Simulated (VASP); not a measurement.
# Cl (Pm-3m) in VASP: notebook, part 2 of 2

VASP 6.6.1.

### Step 3. Single point, PBE (Br replaced by Cl, lengths x 0.910, strained)

INCAR reads:

```
SYSTEM = Cl
ALGO = Normal ; EDIFF = 1E-6
ENCUT = 520 ; GGA = PE
ISIF = 2 ; ISMEAR = 0
LASPH = .True. ; LCHARG = .False.
LREAL = .False. ; LWAVE = .False.
NBANDS = 18 ; NELM = 60
PREC = Accurate ; SIGMA = 0.1
```

KPOINTS reads:

```
k-points
0
Gamma
  10 10 10
  0 0 0
```

POSCAR reads:

```
Cl
1.0
    4.2846417615      0.0000000000      0.0000000000
    0.0000000000      4.2846417615      0.0000000000
    0.0000000000      0.0000000000      4.2846417615
Cl
3
Direct
    0.5000000000      0.0000000000      0.0000000000
    0.0000000000      0.5000000000      0.0000000000
    0.0000000000      0.0000000000      0.5000000000
```

Potentials or basis: VASP PAW PBE potentials, release 64 (Cl).

Launch:

```sh
$ cat potpaw_PBE.64/Cl/POTCAR > POTCAR
$ mpirun -np 1 vasp_std > vasp.out
```

OUTCAR:

```text
SYSTEM = Cl
   EDIFF = 1E-6
   ENCUT = 520
   GGA = PE
   ISIF = 2
   ISMEAR = 0
   LASPH = .True.
   LREAL = .False.
   NELM = 60
   PREC = Accurate

 ion  position               nearest neighbor table
   1  0.500  0.000  0.000-
   2  0.000  0.500  0.000-
   3  0.000  0.000  0.500-

  LATTYP: Found a simple cubic cell.
 ALAT       =     4.2846417615

  Lattice vectors:

 A1 = (   4.2846417615,   0.0000000000,   0.0000000000)
 A2 = (   0.0000000000,   4.2846417615,   0.0000000000)
 A3 = (   0.0000000000,   0.0000000000,   4.2846417615)

Analysis of symmetry for initial positions (statically):
=====================================================================
 Subroutine PRICEL returns:
 Original cell was already a primitive cell.

 Routine SETGRP: Setting up the symmetry group for a
 simple cubic supercell.

 Subroutine GETGRP returns: Found 48 space group operations
 (whereof 48 operations were pure point group operations)
 out of a pool of 48 trial point group operations.

The static configuration has the point symmetry O_h .

Analysis of symmetry for dynamics (positions and initial velocities):
=====================================================================
 Subroutine PRICEL returns:
 Original cell was already a primitive cell.

 Routine SETGRP: Setting up the symmetry group for a
 simple cubic supercell.

 Subroutine GETGRP returns: Found 48 space group operations
 (whereof 48 operations were pure point group operations)
 out of a pool of 48 trial point group operations.

The dynamic configuration has the point symmetry O_h .

 Subroutine INISYM returns: Found 48 space group operations
 (whereof 48 operations are pure point group operations),
 and found     1 'primitive' translations

----------------------------------------------------------------------------------------

[... 112 lines left out ...]
   IMIX   =      4    mixing-type and parameters
     AMIX     =   0.40;   BMIX     =  1.00
     AMIX_MAG =   1.60;   BMIX_MAG =  1.00
  volume/ion in A,a.u.               =      26.22       176.94
  Fermi-wavevector in a.u.,A,eV,Ry     =   1.054144  1.992044 15.119070  1.111220
  Thomas-Fermi vector in A             =   2.189293
   LORBIT       =      0    0 simple, 1 ext, 2 COOP (PROOUT), +10 PAW based schemes
   GGA     = PE    functional components
   LHFCALC =     F    Hartree Fock is set to
   AEXX    =    0.0000 exact exchange contribution
   IVDW    =     0    specifies the selected vdW correction
   LEPSILON=     F    determine dielectric tensor
   LRPA    =     F    only Hartree local field effects (RPA)
 non-spin polarized calculation
 Gauss-broadening in eV      SIGMA  =   0.10
  energy-cutoff  :      520.00
  volume of cell :       78.66
 maximum number of plane-waves:      2176
 NGX is ok and might be reduce to    32
   NGX = 15   NGY = 15   NGZ = 15

 number of electron      20.9999997 magnetization

 Free energy of the ion-electron system (eV)
  ---------------------------------------------------
  ext. energy  EPLUGINS =         0.00000000
  ---------------------------------------------------
  free energy    TOTEN  =        -3.01310958 eV

  energy without entropy =       -2.97514870  energy(sigma->0) =       -2.99412914

 E-fermi :   0.1138     XC(G=0):  -8.3106

 val. band max:        0.0987740554   @ k =   0.3000   0.1000   0.1000
 cond. band min:       0.1180871488   @ k =   0.3000   0.0000   0.0000
 fundamental gap:      0.0193130934
 Fermi energy:         0.1138463974

 k-point     1 :       0.0000    0.0000    0.0000
  band No.  band energies     occupation
      1     -15.0122      2.00000
      2     -13.0057      2.00000
      3     -13.0057      2.00000
      4      -3.4153      2.00000
      5      -3.4153      2.00000
      6      -3.4153      2.00000
[... 481 lines left out ...]
      5      -2.8562      2.00000
      6      -2.5367      2.00000
[... 10 lines left out ...]
     17      11.4018      0.00000
     18      11.5898      0.00000

 [... further k-points ...]

------------------------ aborting loop because EDIFF is reached ----------------------------------------

  FORCE on cell =-STRESS in cart. coord.  units (eV):
  Direction    XX          YY          ZZ          XY          YZ          ZX
  --------------------------------------------------------------------------------------
  -------------------------------------------------------------------------------------
  Total       -0.6527243     -0.6527243     -0.6527243      0.0000000      0.0000000     -0.0000000
  in kB      -13.2952592    -13.2952592    -13.2952592      0.0000000      0.0000000     -0.0000000
  external PRESSURE =     -13.2952592 kB  Pullay stress =       0.0000000 kB

 VOLUME and BASIS-vectors are now :
 -----------------------------------------------------------------------------
  energy-cutoff  :      520.00
  volume of cell :       78.66
      direct lattice vectors                 reciprocal lattice vectors
     4.284641761  0.000000000  0.000000000     0.233391741  0.000000000  0.000000000
     0.000000000  4.284641761  0.000000000     0.000000000  0.233391741  0.000000000
     0.000000000  0.000000000  4.284641761     0.000000000  0.000000000  0.233391741

 POSITION                                       TOTAL-FORCE (eV/Angst)
 -----------------------------------------------------------------------------------
      2.14232      0.00000      0.00000         0.000000      0.000000      0.000000
      0.00000      2.14232      0.00000         0.000000      0.000000      0.000000
      0.00000      0.00000      2.14232         0.000000      0.000000      0.000000
 -----------------------------------------------------------------------------------
    total drift:                                0.000000      0.000000     -0.000000

  FREE ENERGIE OF THE ION-ELECTRON SYSTEM (eV)
  ---------------------------------------------------
  free  energy   TOTEN  =        -3.0131095826 eV

  energy  without entropy=       -2.9751487018  energy(sigma->0) =       -2.99412914
```

OSZICAR:

```text
N       E                     dE             d eps       ncg     rms          rms(c)
DAV:   1     0.132391221348E+03    0.13239E+03   -0.90638E+03  2016   0.972E+02
DAV:   2     0.509438397439E+01   -0.12730E+03   -0.12451E+03  2664   0.191E+02
DAV:   3    -0.293818267515E+01   -0.80326E+01   -0.79329E+01  2316   0.553E+01
DAV:   4    -0.303891886544E+01   -0.10074E+00   -0.10068E+00  2984   0.720E+00
DAV:   5    -0.304067786916E+01   -0.17590E-02   -0.17588E-02  2798   0.925E-01    0.603E+00
DAV:   6    -0.301335311669E+01    0.27325E-01   -0.47168E-02  2906   0.957E-01    0.362E+00
DAV:   7    -0.301359161001E+01   -0.23849E-03   -0.23236E-02  2948   0.705E-01    0.727E-01
DAV:   8    -0.301310036635E+01    0.49124E-03   -0.29291E-03  2644   0.244E-01    0.395E-02
DAV:   9    -0.301310527631E+01   -0.49100E-05   -0.74032E-05  2948   0.504E-02    0.121E-02
DAV:  10    -0.301310947706E+01   -0.42008E-05   -0.51879E-06  2704   0.136E-02    0.347E-03
DAV:  11    -0.301310958262E+01   -0.10556E-06   -0.80118E-07  2176   0.627E-03
   1 F= -.30131096E+01 E0= -.29941291E+01  d E =-.379609E-01
```

stdout:

```text
POSCAR found type information on POSCAR Cl
 POSCAR found :  1 types and       3 ions
 scaLAPACK will be used
 LDA part: xc-table for (Slater+PW92), standard interpolation
 POSCAR, INCAR and KPOINTS ok, starting setup
 FFT: planning ... GRIDC
 FFT: planning ... GRID_SOFT
 FFT: planning ... GRID
 WAVECAR not read
 entering main loop
```

Wall time 68 s (1 thread of Oxide Virtual Turin-like, shared host); peak memory 0.17 GiB.

What came out:

```
Free energy            : -3.0131 eV
Pressure               : -1.3 GPa
Band gap on the k mesh : zero (an odd number of electrons rules out a gap without spin polarisation)
```

Caveat: the cell differs from its parent crystal (Br replaced by Cl, lengths x 0.910, strained); an odd number of electrons without spin polarisation forces a metal; a magnetic or distorted state may lie lower.

The gap in the log of VASP goes by the Fermi energy; the results here count the filled bands.